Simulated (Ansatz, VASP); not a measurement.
ScSi4O in VASP and in Ansatz

```
Sc Si O
1.0
     4.21253    0.00000    0.00000
     0.00000    4.21253    0.00000
     0.00000    0.00000    4.21253
Sc Si O
1 4 1
Direct
  0.00000 0.00000 0.00000
  0.14800 0.14800 0.14800
  0.14800 0.85200 0.85200
  0.85200 0.85200 0.14800
  0.85200 0.14800 0.85200
  0.50000 0.50000 0.50000
```

Change from the starting cell: species swapped into the H4BrN type (P-43m, No. 215).

Alike in both runs: task single point; functional PBE; k mesh 4 × 4 × 4; occupations gaussian, width 0.1 eV; no spin polarisation.

```csv
,VASP,Ansatz
version,VASP 6.6.1,Ansatz 0.2.0
potentials or method,"VASP PAW PBE potentials, release 64 (Sc_sv, Si, O), cutoff 520 eV","scalar-relativistic, plane waves, PAW"
valence electrons in the cell,33,33
```

|  | VASP | Ansatz | Ansatz less VASP |
| --- | --- | --- | --- |
| gap on the k mesh at the Fermi level (eV) | none | none | - |
| rms of the force components (eV/Å) | 47.003 | 93.207 | +46.2041 |

Atom by atom the forces differ by 46.204 eV/Å (rms over components). A gap of «none» marks a metal or a gap that the smearing closes.

The k mesh is coarse, so the values compare programs but aren't converged.
